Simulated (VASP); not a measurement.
# Pt (Fm-3m) in VASP: settings compared

Pt is run at these levels: PBEsol, PBE, RPBE; tasks: relaxation of cell and atoms, single point.

All numbers are computed with VASP 6.6.1; they aren't measurements. Logs are shortened: lines on timing, memory, paths and dates and some standing lists are left out, and cuts for length are marked.

**1. The cell of the first run**

The structure is cubic, space group Fm-3m (No. 225). Conventional cell: a = 3.922 Å, b = 3.922 Å, c = 3.922 Å, α = 90.00°, β = 90.00°, γ = 90.00°. Within 3.7 Å of Pt (site symmetry m-3m) lie 12 Pt at 2.77 Å.

**2. Relaxation of cell and atoms, PBEsol, target pressure 20 GPa, at which the enthalpy is minimised**

Contents of INCAR:

```
SYSTEM = Pt
PREC = Accurate
ENCUT = 600
EDIFF = 1E-7
ISMEAR = -1
SIGMA = 0.05
LREAL = .FALSE.
LASPH = .TRUE.
NELM = 100
ALGO = Normal
ISIF = 3
LWAVE = .FALSE.
LCHARG = .FALSE.
GGA = PS
IBRION = 2
NSW = 80
EDIFFG = -0.02
PSTRESS = 200.0
```

Contents of KPOINTS:

```
regular mesh
0
G
  12 12 12
  0 0 0
```

Contents of POSCAR:

```
Pt
1.0
    0.0000000000      1.9609000000      1.9609000000
    1.9609000000      0.0000000000      1.9609000000
    1.9609000000      1.9609000000      0.0000000000
Pt
1
Direct
    0.0000000000      0.0000000000      0.0000000000
```

Potentials or basis: VASP PAW PBE potentials, release 64 (Pt).

Command:

```console
> cat potpaw_PBE.64/Pt/POTCAR > POTCAR
> mpirun -np 1 vasp_std > vasp.out
```

OUTCAR:

```text
SYSTEM = Pt
   PREC = Accurate
   ENCUT = 600
   EDIFF = 1E-7
   ISMEAR = -1
   LREAL = .FALSE.
   LASPH = .TRUE.
   NELM = 100
   ISIF = 3
   GGA = PS
   IBRION = 2
   NSW = 80
   EDIFFG = -0.02
   PSTRESS = 200.0

 ion  position               nearest neighbor table
   1  0.000  0.000  0.000-

  LATTYP: Found a face centered cubic cell.
 ALAT       =     3.9218000000

  Lattice vectors:

 A1 = (   0.0000000000,   1.9609000000,   1.9609000000)
 A2 = (   1.9609000000,   0.0000000000,   1.9609000000)
 A3 = (   1.9609000000,   1.9609000000,   0.0000000000)

Analysis of symmetry for initial positions (statically):
=====================================================================
 Subroutine PRICEL returns:
 Original cell was already a primitive cell.

 Routine SETGRP: Setting up the symmetry group for a
 face centered cubic supercell.

 Subroutine GETGRP returns: Found 48 space group operations
 (whereof 48 operations were pure point group operations)
 out of a pool of 48 trial point group operations.

The static configuration has the point symmetry O_h .

Analysis of symmetry for dynamics (positions and initial velocities):
=====================================================================
 Subroutine PRICEL returns:
 Original cell was already a primitive cell.

 Routine SETGRP: Setting up the symmetry group for a
 face centered cubic supercell.

 Subroutine GETGRP returns: Found 48 space group operations
 (whereof 48 operations were pure point group operations)
 out of a pool of 48 trial point group operations.

The dynamic configuration has the point symmetry O_h .

 Subroutine INISYM returns: Found 48 space group operations
 (whereof 48 operations are pure point group operations),
 and found     1 'primitive' translations

----------------------------------------------------------------------------------------

                                     Primitive cell

  volume of cell :      15.0798

  direct lattice vectors                    reciprocal lattice vectors
     0.000000000  1.960900000  1.960900000    -0.254984956  0.254984956  0.254984956
     1.960900000  0.000000000  1.960900000     0.254984956 -0.254984956  0.254984956
     1.960900000  1.960900000  0.000000000     0.254984956  0.254984956 -0.254984956

  length of vectors
     2.773131374  2.773131374  2.773131374     0.441646899  0.441646899  0.441646899
[... 91 lines left out ...]
   NUPDOWN=      -1.0000    fix difference up-down
   EMIN   =  10.00;   EMAX   =-10.00  energy-range for DOS
   EFERMI =   0.00;   METHOD = LEGACY
   ISMEAR =    -1;   SIGMA  =   0.05  broadening in eV -4-tet -1-fermi 0-gaus
   EFERMI_NEDOS =   21; number of points for ismear=-14 and -15
   IALGO  =     38    algorithm
   IMIX   =      4    mixing-type and parameters
     AMIX     =   0.40;   BMIX     =  1.00
     AMIX_MAG =   1.60;   BMIX_MAG =  1.00
  volume/ion in A,a.u.               =      15.08       101.76
  Fermi-wavevector in a.u.,A,eV,Ry     =   1.427609  2.697791 27.729605  2.038068
  Thomas-Fermi vector in A             =   2.547760
   LORBIT       =      0    0 simple, 1 ext, 2 COOP (PROOUT), +10 PAW based schemes
   GGA     = PS    functional components
   LHFCALC =     F    Hartree Fock is set to
   AEXX    =    0.0000 exact exchange contribution
   IVDW    =     0    specifies the selected vdW correction
   LEPSILON=     F    determine dielectric tensor
   LRPA    =     F    only Hartree local field effects (RPA)
 conjugate gradient relaxation of ions
 non-spin polarized calculation
  energy-cutoff  :      600.00
  volume of cell :       15.08
 maximum number of plane-waves:       531
 NGX is ok and might be reduce to    24
   NGX = 11   NGY = 11   NGZ = 11

--------------------------------------- Ionic step        1  -------------------------------------------

 number of electron      10.0000000 magnetization

 Free energy of the ion-electron system (eV)
  ---------------------------------------------------
  ext. energy  EPLUGINS =         0.00000000
  ---------------------------------------------------
  free energy    TOTEN  =        -6.97303890 eV

  energy without entropy =       -6.95741584  energy(sigma->0) =       -6.96522737

------------------------ aborting loop because EDIFF is reached ----------------------------------------

  FORCE on cell =-STRESS in cart. coord.  units (eV):
  Direction    XX          YY          ZZ          XY          YZ          ZX
  --------------------------------------------------------------------------------------
  -------------------------------------------------------------------------------------
  Total       -0.0869862     -0.0869862     -0.0869862      0.0000000     -0.0000000      0.0000000
  in kB       -9.2419730     -9.2419730     -9.2419730      0.0000000     -0.0000000      0.0000000
  external PRESSURE =    -209.2419730 kB  Pullay stress =     200.0000000 kB
[... 135 lines left out ...]
--------------------------------------- Ionic step        5  -------------------------------------------

 number of electron      10.0000001 magnetization

 Free energy of the ion-electron system (eV)
  ---------------------------------------------------
  ext. energy  EPLUGINS =         0.00000000
  ---------------------------------------------------
  free energy    TOTEN  =        -6.92250801 eV

  energy without entropy =       -6.90769807  energy(sigma->0) =       -6.91510304

 E-fermi :  12.3720     XC(G=0): -13.9995

 val. band max:       12.3709162681   @ k =  -0.4167   0.3333   0.0833
 cond. band min:      12.3770157212   @ k =   0.5000   0.4167   0.0833
 fundamental gap:      0.0060994531
 Fermi energy:        12.3719569340

 k-point     1 :       0.0000    0.0000    0.0000
  band No.  band energies     occupation
      1       1.3209      2.00000
      2       8.1399      2.00000
      3       8.1399      2.00000
      4       8.1399      2.00000
      5      10.5545      2.00000
      6      10.5545      2.00000
      7      26.7669      0.00000
      8      32.0844      0.00000
      9      32.0844      0.00000
[... 265 lines left out ...]
 k-point    24 :      -0.4167    0.1667    0.0000
  band No.  band energies     occupation
      1       5.1733      2.00000
      2       7.4116      2.00000
      3       8.8191      2.00000
      4       9.1002      2.00000
      5      12.0292      1.99789
      6      15.4821      0.00000
      7      18.7704      0.00000
      8      27.4047      0.00000
      9      29.5587      0.00000

 [... further k-points ...]

------------------------ aborting loop because EDIFF is reached ----------------------------------------

  FORCE on cell =-STRESS in cart. coord.  units (eV):
  Direction    XX          YY          ZZ          XY          YZ          ZX
  --------------------------------------------------------------------------------------
  -------------------------------------------------------------------------------------
  Total        1.7681506      1.7681506      1.7681506      0.0000000      0.0000000      0.0000000
  in kB      199.9751404    199.9751404    199.9751404      0.0000000      0.0000000      0.0000000
  external PRESSURE =      -0.0248596 kB  Pullay stress =     200.0000000 kB
[... 20 lines left out ...]
  energy  without entropy=       -6.9076980684  energy(sigma->0) =       -6.91510304

  enthalpy is  TOTEN    =        -5.1541376022 eV   P V=        1.7683704076

 reached required accuracy - stopping structural energy minimisation
```

OSZICAR:

```text
N       E                     dE             d eps       ncg     rms          rms(c)
DAV:   1     0.414052989962E+02    0.41405E+02   -0.59883E+03  1328   0.116E+03
[... 42 lines left out ...]
   4 F= -.51540655E+01 E0= -.51466429E+01  d E =-.634432E-01
       N       E                     dE             d eps       ncg     rms          rms(c)
DAV:   1    -0.692284585258E+01    0.31706E-02   -0.78748E-03  1314   0.968E-01    0.145E-01
DAV:   2    -0.692252499864E+01    0.32085E-03   -0.88318E-04  1298   0.271E-01    0.585E-02
DAV:   3    -0.692250588380E+01    0.19115E-04   -0.94013E-05  1356   0.827E-02    0.282E-02
DAV:   4    -0.692250802409E+01   -0.21403E-05   -0.40253E-06  1476   0.165E-02    0.134E-03
DAV:   5    -0.692250800986E+01    0.14230E-07   -0.69779E-08  1120   0.262E-03
   5 F= -.51541376E+01 E0= -.51467326E+01  d E =-.635153E-01
```

CONTCAR:

```text
Pt
   1.00000000000000
     0.0000000000000000    1.9204718390981910    1.9204718390981910
     1.9204718390981910    0.0000000000000000    1.9204718390981910
     1.9204718390981910    1.9204718390981910    0.0000000000000000
  Pt
     1
Direct
     0.0000000000000000    0.0000000000000000    0.0000000000000000

  0.00000000E+00  0.00000000E+00  0.00000000E+00
```

Wall time 20 s (1 thread of Intel Xeon Platinum 8488C (Sapphire Rapids), shared host); peak memory 0.16 GiB.

Results:

- Free energy: -6.9225 eV
- Relaxed volume: 14.17 Å³/atom
- Relaxed cell: a = 2.716 Å, b = 2.716 Å, c = 2.716 Å, α = 60.00°, β = 60.00°, γ = 60.00°
- Space group after relaxing (to 0.05 Å): Fm-3m (No. 225)
- Energy change on relaxing (the enthalpy is what falls): +50.5 meV/atom
- Ionic steps: 5
- Pressure after relaxing: 20.0 GPa
- Band gap on the k mesh: zero (band 5 reaches 12.92 eV, above the bottom of band 6 at 10.43 eV)

The path:
| step | energy change (eV) | largest force (eV/Å) | pressure (GPa) | volume (Å³) |
| --- | --- | --- | --- | --- |
| 1 | 0.0000 | 0.0000 | -0.92 | 15.08 |
| 2 | 1.6554 | 0.0000 | 186.64 | 11.18 |
| 3 | 0.0401 | 0.0000 | 17.59 | 14.26 |
| 4 | 0.0470 | 0.0000 | 19.22 | 14.19 |
| 5 | 0.0505 | 0.0000 | 20.00 | 14.17 |

Final structure:
```yaml
crystal:
  lattice:
    - [0.00000, 1.92047, 1.92047]
    - [1.92047, 0.00000, 1.92047]
    - [1.92047, 1.92047, 0.00000]
  atoms:
    - { symbol: Pt, position: [0.00000, 0.00000, 0.00000] }
```

Caveat: the cell is relaxed towards a set pressure, so the enthalpy falls and the energy may rise; the PAW data sets were made with another functional, which shifts forces and pressure a little; spin-orbit coupling is left out, which moves the levels of the heavy elements.

**3. Relaxation of cell and atoms, PBEsol, target pressure 30 GPa, at which the enthalpy is minimised**

Contents of INCAR:

```
SYSTEM = Pt
ALGO = Normal
EDIFF = 1E-6
EDIFFG = -0.02
ENCUT = 600
GGA = PS
IBRION = 2
ISIF = 3
ISMEAR = -1
LASPH = .TRUE.
LCHARG = .FALSE.
LREAL = .FALSE.
LWAVE = .FALSE.
NELM = 80
NSW = 80
PREC = Accurate
PSTRESS = 300.0
SIGMA = 0.05
```

Contents of KPOINTS:

```
k-points
0
G
  12 12 12
  0 0 0
```

POSCAR is that of step 2.

Potentials or basis: VASP PAW PBE potentials, release 64 (Pt).

Command:

```console
> cat potpaw_PBE.64/Pt/POTCAR > POTCAR
> mpirun -np 1 vasp_std > vasp.out
```

Wall time 20 s (1 thread of Intel Xeon Platinum 8488C (Sapphire Rapids), shared host); peak memory 0.16 GiB.

It converged, with:

| Property | Result |
| --- | --- |
| Free energy | -6.8700 eV |
| Relaxed volume | 13.83 Å³/atom |
| Relaxed cell | a = 2.694 Å, b = 2.694 Å, c = 2.694 Å, α = 60.00°, β = 60.00°, γ = 60.00° |
| Space group after relaxing (to 0.05 Å) | Fm-3m (No. 225) |
| Energy change on relaxing (the enthalpy is what falls) | +103.0 meV/atom |
| Ionic steps | 5 |
| Pressure after relaxing | 30.0 GPa |
| Band gap on the k mesh | zero (band 5 reaches 13.46 eV, above the bottom of band 6 at 10.85 eV) |

Step by step:
| step | energy change (eV) | largest force (eV/Å) | pressure (GPa) | volume (Å³) |
| --- | --- | --- | --- | --- |
| 1 | 0.0000 | 0.0000 | -0.92 | 15.08 |
| 2 | 4.5367 | 0.0000 | 419.01 | 9.58 |
| 3 | 0.0710 | 0.0000 | 24.23 | 14.02 |
| 4 | 0.0881 | 0.0000 | 27.43 | 13.91 |
| 5 | 0.1030 | 0.0000 | 30.03 | 13.83 |

Final structure:
```
Pt
1.0
     0.00000    1.90508    1.90508
     1.90508    0.00000    1.90508
     1.90508    1.90508    0.00000
Pt
1
Direct
  0.00000 0.00000 0.00000
```

Levels at points of the mesh, in eV from the Fermi level:
| k point | band 2 | band 3 | band 4 | band 5 | band 6 | band 7 | band 8 | band 9 |
| --- | --- | --- | --- | --- | --- | --- | --- | --- |
| (0.00, 0.00, 0.00) | -4.40 | -4.40 | -4.40 | -1.89 | -1.89 | 14.30 | 19.76 | 19.76 |
| (0.50, 0.00, 0.00) | -4.48 | -4.48 | -0.94 | 0.05 | 0.05 | 6.49 | 13.89 | 19.49 |
| (0.50, 0.50, 0.00) | -7.65 | 0.02 | 0.57 | 0.57 | 1.52 | 9.81 | 11.58 | 11.58 |

Caveat: the cell is relaxed towards a set pressure, so the enthalpy falls and the energy may rise; the PAW data sets were made with another functional, which shifts forces and pressure a little; spin-orbit coupling is left out, which moves the levels of the heavy elements.

**4. Single point, PBE**

Contents of INCAR:

```
SYSTEM = Pt
ALGO = Normal
EDIFF = 1E-6
ENCUT = 520
GGA = PE
ISIF = 2
ISMEAR = -1
LASPH = .TRUE.
LCHARG = .FALSE.
LREAL = .FALSE.
LWAVE = .FALSE.
NBANDS = 11
NELM = 80
PREC = Accurate
SIGMA = 0.05
```

KPOINTS is that of step 3.

POSCAR is that of step 3.

Potentials or basis: VASP PAW PBE potentials, release 64 (Pt).

Command:

```console
> cat potpaw_PBE.64/Pt/POTCAR > POTCAR
> mpirun -np 1 vasp_std > vasp.out
```

OUTCAR:

```text
SYSTEM = Pt
   EDIFF = 1E-6
   ENCUT = 520
   GGA = PE
   ISIF = 2
   ISMEAR = -1
   LASPH = .TRUE.
   LREAL = .FALSE.
   NELM = 80
   PREC = Accurate

 ion  position               nearest neighbor table
   1  0.000  0.000  0.000-

  LATTYP: Found a face centered cubic cell.
 ALAT       =     3.9218000000

  Lattice vectors:

 A1 = (   0.0000000000,   1.9609000000,   1.9609000000)
 A2 = (   1.9609000000,   0.0000000000,   1.9609000000)
 A3 = (   1.9609000000,   1.9609000000,   0.0000000000)

Analysis of symmetry for initial positions (statically):
=====================================================================
 Subroutine PRICEL returns:
 Original cell was already a primitive cell.

 Routine SETGRP: Setting up the symmetry group for a
 face centered cubic supercell.

 Subroutine GETGRP returns: Found 48 space group operations
 (whereof 48 operations were pure point group operations)
 out of a pool of 48 trial point group operations.

The static configuration has the point symmetry O_h .

Analysis of symmetry for dynamics (positions and initial velocities):
[... 163 lines left out ...]

 k-point     1 :       0.0000    0.0000    0.0000
  band No.  band energies     occupation
      1       1.0490      2.00000
      2       7.4865      2.00000
      3       7.4865      2.00000
      4       7.4865      2.00000
      5       9.6434      2.00000
      6       9.6434      2.00000
      7      25.9049      0.00000
      8      30.8723      0.00000
      9      30.8723      0.00000
     10      30.8723      0.00000
     11      36.2136      0.00000
[... 309 lines left out ...]
 k-point    24 :      -0.4167    0.1667    0.0000
  band No.  band energies     occupation
      1       4.7622      2.00000
      2       6.8441      2.00000
      3       8.1047      2.00000
      4       8.3938      2.00000
      5      10.9807      1.99602
      6      14.3044      0.00000
      7      17.3049      0.00000
      8      26.0857      0.00000
      9      28.1857      0.00000
     10      29.8219      0.00000
     11      38.1476      0.00000

 [... further k-points ...]

------------------------ aborting loop because EDIFF is reached ----------------------------------------

  FORCE on cell =-STRESS in cart. coord.  units (eV):
  Direction    XX          YY          ZZ          XY          YZ          ZX
  --------------------------------------------------------------------------------------
  -------------------------------------------------------------------------------------
  Total        0.9167774      0.9167774      0.9167774     -0.0000000     -0.0000000     -0.0000000
  in kB       97.4043062     97.4043062     97.4043062     -0.0000000     -0.0000000     -0.0000000
  external PRESSURE =      97.4043062 kB  Pullay stress =       0.0000000 kB

 VOLUME and BASIS-vectors are now :
 -----------------------------------------------------------------------------
  energy-cutoff  :      520.00
  volume of cell :       15.08
      direct lattice vectors                 reciprocal lattice vectors
     0.000000000  1.960900000  1.960900000    -0.254984956  0.254984956  0.254984956
     1.960900000  0.000000000  1.960900000     0.254984956 -0.254984956  0.254984956
     1.960900000  1.960900000  0.000000000     0.254984956  0.254984956 -0.254984956

 POSITION                                       TOTAL-FORCE (eV/Angst)
 -----------------------------------------------------------------------------------
      0.00000      0.00000      0.00000         0.000000      0.000000      0.000000
 -----------------------------------------------------------------------------------
    total drift:                               -0.000000     -0.000000     -0.000000

  FREE ENERGIE OF THE ION-ELECTRON SYSTEM (eV)
  ---------------------------------------------------
  free  energy   TOTEN  =        -6.0928618337 eV

  energy  without entropy=       -6.0773992686  energy(sigma->0) =       -6.08513055
```

stdout:

```text
POSCAR found type information on POSCAR Pt
 POSCAR found :  1 types and       1 ions
 scaLAPACK will be used
 LDA part: xc-table for (Slater+PW92), standard interpolation
 POSCAR, INCAR and KPOINTS ok, starting setup
 FFT: planning ... GRIDC
 FFT: planning ... GRID_SOFT
 FFT: planning ... GRID
 WAVECAR not read
 entering main loop
```

Wall time 6.3 s (1 thread of Intel Xeon Platinum 8488C (Sapphire Rapids), shared host); peak memory 0.15 GiB.

What came out:

- Free energy: -6.0929 eV
- Pressure: 9.7 GPa
- Band gap on the k mesh: zero (band 5 reaches 11.77 eV, above the bottom of band 6 at 9.54 eV)

Caveat: spin-orbit coupling is left out, which moves the levels of the heavy elements.

[end of part 1 of 2]
